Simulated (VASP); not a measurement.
# SnO2 (P6_3/mmc) in VASP: notebook

SnO2 is run at these levels: PBE+D3(BJ); tasks: single point.

Program: VASP 6.6.1. These are calculated values, not measurements. Logs are shortened: lines on timing, memory, paths and dates and some standing lists are left out, and cuts for length are marked.

## (1) The cell of the first run

It takes space group P6_3/mmc (No. 194, hexagonal). Conventional cell: a = 3.168 Å, b = 3.168 Å, c = 10.402 Å, α = 90.00°, β = 90.00°, γ = 120.00°. Sn (site symmetry -3m) has 6 O at 2.10 Å within 2.8 Å. Within 2.8 Å of O (site symmetry 3m) lie 3 Sn at 2.10 Å and 3 O at 2.74 Å.

## (2) Single point, PBE+D3(BJ) (15.07 Å³/atom)

Input file INCAR:

```
SYSTEM = SnO2
PREC = Accurate ; ENCUT = 520
EDIFF = 1E-6 ; ISMEAR = 0
SIGMA = 0.05 ; LREAL = .FALSE.
LASPH = .TRUE. ; NELM = 80
ALGO = Normal ; ISIF = 2
LWAVE = .FALSE. ; LCHARG = .FALSE.
GGA = PE ; IVDW = 12
NBANDS = 35
```

Input file KPOINTS:

```
regular mesh
0
G
  12 12 4
  0 0 0
```

Input file POSCAR:

```
SnO2
1.0
    3.1684014775      0.0000000000      0.0000000000
   -1.5842007387      2.7439161689      0.0000000000
    0.0000000000      0.0000000000     10.4018620505
Sn O
2 4
Direct
    0.0000000000      0.0000000000      0.5000000000
    0.0000000000      0.0000000000      0.0000000000
    0.6666666667      0.3333333333      0.4017901367
    0.6666666667      0.3333333333      0.0982098633
    0.3333333333      0.6666666667      0.5982098633
    0.3333333333      0.6666666667      0.9017901367
```

Potentials or basis: VASP PAW PBE potentials, release 64 (Sn_d, O).

On the command line:

```bash
$ cat potpaw_PBE.64/Sn_d/POTCAR potpaw_PBE.64/O/POTCAR > POTCAR
$ mpirun -np 1 vasp_std > vasp.out
```

OUTCAR:

```text
SYSTEM = SnO2
   PREC = Accurate
   ENCUT = 520
   EDIFF = 1E-6
   ISMEAR = 0
   LREAL = .FALSE.
   LASPH = .TRUE.
   NELM = 80
   ISIF = 2
   GGA = PE
   IVDW = 12
 IVDW          = 12

 ion  position               nearest neighbor table
   1  0.000  0.000  0.500-   3 2.10   5 2.10   5 2.10   3 2.10   3 2.10   5 2.10
   2  0.000  0.000  0.000-   4 2.10   6 2.10   6 2.10   4 2.10   4 2.10   6 2.10
   3  0.667  0.333  0.402-   1 2.10   1 2.10   1 2.10
   4  0.667  0.333  0.098-   2 2.10   2 2.10   2 2.10
   5  0.333  0.667  0.598-   1 2.10   1 2.10   1 2.10
   6  0.333  0.667  0.902-   2 2.10   2 2.10   2 2.10

  LATTYP: Found a hexagonal cell.
 ALAT       =     3.1684014775
 C/A-ratio  =     3.2830000000

  Lattice vectors:

 A1 = (   3.1684014775,   0.0000000000,   0.0000000000)
 A2 = (  -1.5842007387,   2.7439161689,   0.0000000000)
 A3 = (   0.0000000000,   0.0000000000,  10.4018620505)

Analysis of symmetry for initial positions (statically):
=====================================================================
 Subroutine PRICEL returns:
 Original cell was already a primitive cell.

 Routine SETGRP: Setting up the symmetry group for a
 hexagonal supercell.

 Subroutine GETGRP returns: Found 24 space group operations
 (whereof 12 operations were pure point group operations)
 out of a pool of 24 trial point group operations.

The static configuration has the point symmetry D_3d.
 The point group associated with its full space group is D_6h.

Analysis of symmetry for dynamics (positions and initial velocities):
=====================================================================
 Subroutine PRICEL returns:
 Original cell was already a primitive cell.

 Routine SETGRP: Setting up the symmetry group for a
 hexagonal supercell.

 Subroutine GETGRP returns: Found 24 space group operations
 (whereof 12 operations were pure point group operations)
 out of a pool of 24 trial point group operations.

The dynamic configuration has the point symmetry D_3d.
 The point group associated with its full space group is D_6h.

 Subroutine INISYM returns: Found 24 space group operations
 (whereof 12 operations are pure point group operations),
 and found     1 'primitive' translations

----------------------------------------------------------------------------------------

                                     Primitive cell

  volume of cell :      90.4320

  direct lattice vectors                    reciprocal lattice vectors
     3.168401477  0.000000000  0.000000000     0.315616568  0.182221310  0.000000000
    -1.584200739  2.743916169  0.000000000     0.000000000  0.364442621  0.000000000
     0.000000000  0.000000000 10.401862051     0.000000000  0.000000000  0.096136634

  length of vectors
     3.168401477  3.168401477 10.401862051     0.364442621  0.364442621  0.096136634

  position of ions in fractional coordinates (direct lattice)
     0.000000000  0.000000000  0.500000000
     0.000000000  0.000000000  0.000000000
     0.666666667  0.333333333  0.401790137
     0.666666667  0.333333333  0.098209863
     0.333333333  0.666666667  0.598209863
     0.333333333  0.666666667  0.901790137

  ion indices of the primitive-cell ions
   primitive index   ion index
                 1           1
                 2           2
                 3           3
                 4           4
                 5           5
                 6           6

----------------------------------------------------------------------------------------

 KPOINTS: regular mesh

Automatic generation of k-mesh.
 Grid dimensions read from file:
 generate k-points for:   12   12    4

 Generating k-lattice:

  Cartesian coordinates                     Fractional coordinates (reciprocal lattice)
     0.026301381  0.015185109  0.000000000     0.083333333  0.000000000  0.000000000
     0.000000000  0.030370218  0.000000000     0.000000000  0.083333333  0.000000000
     0.000000000  0.000000000  0.024034158     0.000000000  0.000000000  0.250000000

  Length of vectors
     0.030370218  0.030370218  0.024034158

  Shift w.r.t. Gamma in fractional coordinates (k-lattice)
     0.000000000  0.000000000  0.000000000

 Subroutine IBZKPT returns following result:
 ===========================================

 Found     57 irreducible k-points:

 Following reciprocal coordinates:
            Coordinates               Weight
  0.000000  0.000000  0.000000      1.000000
  0.083333  0.000000  0.000000      6.000000
  0.166667  0.000000  0.000000      6.000000
  0.250000  0.000000  0.000000      6.000000
  0.333333  0.000000  0.000000      6.000000
  0.416667  0.000000  0.000000      6.000000
[... 16 lines left out ...]
  0.250000  0.000000  0.250000     12.000000
  0.333333  0.000000  0.250000     12.000000
 [... further k-points ...]
   k-points           NKPTS =     57   k-points in BZ     NKDIM =     57   number of bands    NBANDS=     35
   number of dos      NEDOS =    301   number of ions     NIONS =      6
   total plane-waves  NPLWV =  46080
   dimension x,y,z NGX =    24 NGY =   24 NGZ =   80
   dimension x,y,z NGXF=    48 NGYF=   48 NGZF=  160
   ions per type =               2   4
   NGX,Y,Z   is equivalent  to a cutoff of  12.59, 12.59, 12.79 a.u.
   NGXF,Y,Z  is equivalent  to a cutoff of  25.19, 25.19, 25.57 a.u.
 SYSTEM =  SnO2
   PREC   = accura    normal or accurate (medium, high low for compatibility)
   ISTART =      0    job   : 0-new  1-cont  2-samecut
   ICHARG =      2    charge: 1-file 2-atom 10-const
   ISPIN  =      1    spin polarized calculation?
   LNONCOLLINEAR =      F non collinear calculations
   LSORBIT =      F    spin-orbit coupling
   LASPH  =      T    aspherical Exc in radial PAW
   ENCUT  =  520.0 eV  38.22 Ry    6.18 a.u.   5.89  5.89 19.34*2*pi/ulx,y,z
   NELM   =     80;   NELMIN=  2; NELMDL= -5     # of ELM steps
   EDIFF  = 0.1E-05   stopping-criterion for ELM
   LREAL  =      F    real-space projection
   EDIFFG = 0.1E-04   stopping-criterion for IOM
   NSW    =      0    number of steps for IOM
   IBRION =     -1    ionic relax: 0-MD 1-quasi-New 2-CG
   NFREE  =      0    steps in history (QN), initial steepest desc. (CG)
   ISIF   =      2    stress and relaxation
   ISYM   =      2    0-nonsym 1-usesym 2-fastsym
   POTIM  = 0.5000    time-step for ionic-motion
   TEBEG  =    0.0;   TEEND  =   0.0 temperature during run
   PSTRESS=    0.0 pullay stress
   NELECT =      52.0000    total number of electrons
   NUPDOWN=      -1.0000    fix difference up-down
   EMIN   =  10.00;   EMAX   =-10.00  energy-range for DOS
   EFERMI =   0.00;   METHOD = LEGACY
   ISMEAR =     0;   SIGMA  =   0.05  broadening in eV -4-tet -1-fermi 0-gaus
   EFERMI_NEDOS =   21; number of points for ismear=-14 and -15
   IALGO  =     38    algorithm
   IMIX   =      4    mixing-type and parameters
     AMIX     =   0.40;   BMIX     =  1.00
     AMIX_MAG =   1.60;   BMIX_MAG =  1.00
  volume/ion in A,a.u.               =      15.07       101.71
  Fermi-wavevector in a.u.,A,eV,Ry     =   1.361346  2.572571 25.215178  1.853263
  Thomas-Fermi vector in A             =   2.487930
   LORBIT       =      0    0 simple, 1 ext, 2 COOP (PROOUT), +10 PAW based schemes
   GGA     = PE    functional components
   LHFCALC =     F    Hartree Fock is set to
   AEXX    =    0.0000 exact exchange contribution
   IVDW    =    12    specifies the selected vdW correction
   LEPSILON=     F    determine dielectric tensor
   LRPA    =     F    only Hartree local field effects (RPA)
 non-spin polarized calculation
 Gauss-broadening in eV      SIGMA  =   0.05
  energy-cutoff  :      520.00
  volume of cell :       90.43
 maximum number of plane-waves:      2468
 NGX is ok and might be reduce to    24
   NGX = 11   NGY = 11   NGZ = 39

 number of electron      51.9999988 magnetization

 Free energy of the ion-electron system (eV)
  ---------------------------------------------------
  ext. energy  EPLUGINS =         0.00000000
  ---------------------------------------------------
  free energy    TOTEN  =       -36.23094731 eV

  energy without entropy =      -36.23094731  energy(sigma->0) =      -36.23094731

 E-fermi :   3.0970     XC(G=0):  -9.6008

 val. band max:        2.8313981416   @ k =   0.2500   0.2500   0.0000
 cond. band min:       5.1654535883   @ k =   0.0000   0.0000   0.0000
 fundamental gap:      2.3340554467
 Fermi energy:         3.0969683626

 k-point     1 :       0.0000    0.0000    0.0000
  band No.  band energies     occupation
      1     -17.2343      2.00000
      2     -17.2323      2.00000
      3     -16.9768      2.00000
      4     -16.9768      2.00000
      5     -16.9767      2.00000
      6     -16.9767      2.00000
[... 27 lines left out ...]
     34      14.3969      0.00000
     35      14.4641      0.00000

 k-point     2 :       0.0833    0.0000    0.0000
  band No.  band energies     occupation
      1     -17.2012      2.00000
      2     -17.1995      2.00000
      3     -17.0411      2.00000
      4     -17.0402      2.00000
      5     -16.9590      2.00000
      6     -16.9589      2.00000
[... 27 lines left out ...]
     34      14.3859      0.00000
     35      14.5342      0.00000

 k-point     3 :       0.1667    0.0000    0.0000
  band No.  band energies     occupation
      1     -17.2632      2.00000
      2     -17.2606      2.00000
      3     -17.0706      2.00000
      4     -17.0694      2.00000
      5     -16.9142      2.00000
      6     -16.9141      2.00000
[... 27 lines left out ...]
     34      14.3832      0.00000
     35      14.9162      0.00000
[... 723 lines left out ...]
 k-point    23 :       0.2500    0.0000    0.2500
  band No.  band energies     occupation
      1     -17.4930      2.00000
      2     -17.4902      2.00000
      3     -16.9645      2.00000
      4     -16.9639      2.00000
      5     -16.8707      2.00000
      6     -16.8706      2.00000
[... 27 lines left out ...]
     34      14.4643      0.00000
     35      15.3516      0.00000

 k-point    24 :       0.3333    0.0000    0.2500
  band No.  band energies     occupation
      1     -17.7023      2.00000
      2     -17.6991      2.00000
      3     -16.9192      2.00000
      4     -16.9187      2.00000
      5     -16.8555      2.00000
      6     -16.8554      2.00000
[... 27 lines left out ...]
     34      14.8208      0.00000
     35      15.4173      0.00000

 [... further k-points ...]

------------------------ aborting loop because EDIFF is reached ----------------------------------------

 Edisp (eV)   -1.00862

 E8    (eV) :    -0.3948

  FORCE on cell =-STRESS in cart. coord.  units (eV):
  Direction    XX          YY          ZZ          XY          YZ          ZX
  --------------------------------------------------------------------------------------
  -------------------------------------------------------------------------------------
  Total       3.56045     3.56045     0.82207     0.00000     0.00000     0.00000
  in kB      63.08031    63.08031    14.56459     0.00000     0.00000     0.00000
  external pressure =       46.91 kB  Pullay stress =        0.00 kB

 VOLUME and BASIS-vectors are now :
 -----------------------------------------------------------------------------
  energy-cutoff  :      520.00
  volume of cell :       90.43
      direct lattice vectors                 reciprocal lattice vectors
     3.168401477  0.000000000  0.000000000     0.315616568  0.182221310  0.000000000
    -1.584200739  2.743916169  0.000000000     0.000000000  0.364442621  0.000000000
     0.000000000  0.000000000 10.401862051     0.000000000  0.000000000  0.096136634

 POSITION                                       TOTAL-FORCE (eV/Angst)
 -----------------------------------------------------------------------------------
      0.00000      0.00000      5.20093         0.000000      0.000000     -0.000000
      0.00000      0.00000      0.00000         0.000000      0.000000     -0.000000
      1.58420      0.91464      4.17937         0.000000      0.000000     -0.250949
      1.58420      0.91464      1.02157        -0.000000      0.000000      0.250949
     -0.00000      1.82928      6.22250         0.000000     -0.000000      0.250949
     -0.00000      1.82928      9.38030         0.000000     -0.000000     -0.250949
 -----------------------------------------------------------------------------------
    total drift:                               -0.000000      0.000000     -0.000000

  FREE ENERGIE OF THE ION-ELECTRON SYSTEM (eV)
  ---------------------------------------------------
  free  energy   TOTEN  =       -37.2395627501 eV

  energy  without entropy=      -37.2395627501  energy(sigma->0) =      -37.23956275
```

Wall time 3.9 min (1 thread of Oxide Virtual Turin-like, shared host); peak memory 0.27 GiB.

Results:

- Free energy: -37.2396 eV
- Pressure: 4.7 GPa
- Largest force: 0.251 eV/Å
- Band gap on the k mesh: 2.33 eV (least direct gap 2.74 eV)
- Dispersion energy per atom: -0.168 eV

Forces on the atoms (eV/Å):
```
Sn   0.000  0.000  0.000
Sn   0.000  0.000  0.000
O    0.000  0.000 -0.251
O    0.000  0.000  0.251
O    0.000  0.000  0.251
O    0.000  0.000 -0.251
```

Levels at points of the mesh, in eV from the valence-band top:
```tsv
k point	band 22	band 23	band 24	band 25	band 26	band 27	band 28	band 29	band 30	band 31
(0.00, 0.00, 0.00)	-0.87	-0.87	-0.83	-0.83	-0.40	2.33	3.20	5.61	6.02	10.73
(0.50, 0.00, 0.00)	-1.25	-0.59	-0.58	-0.53	-0.07	5.45	5.64	7.09	7.79	10.25
(0.00, 0.00, 0.50)	-0.85	-0.85	-0.85	-0.82	-0.82	2.78	2.78	5.83	5.83	10.78
(0.50, 0.00, 0.50)	-1.48	-0.56	-0.56	-0.29	-0.29	5.54	5.54	7.42	7.42	10.44
```

Caveat: the cell stands under pressure; spin-orbit coupling is left out, which moves the levels of the heavy elements. A k mesh can miss the band edges.

(Part 1 of 2 ends here.)
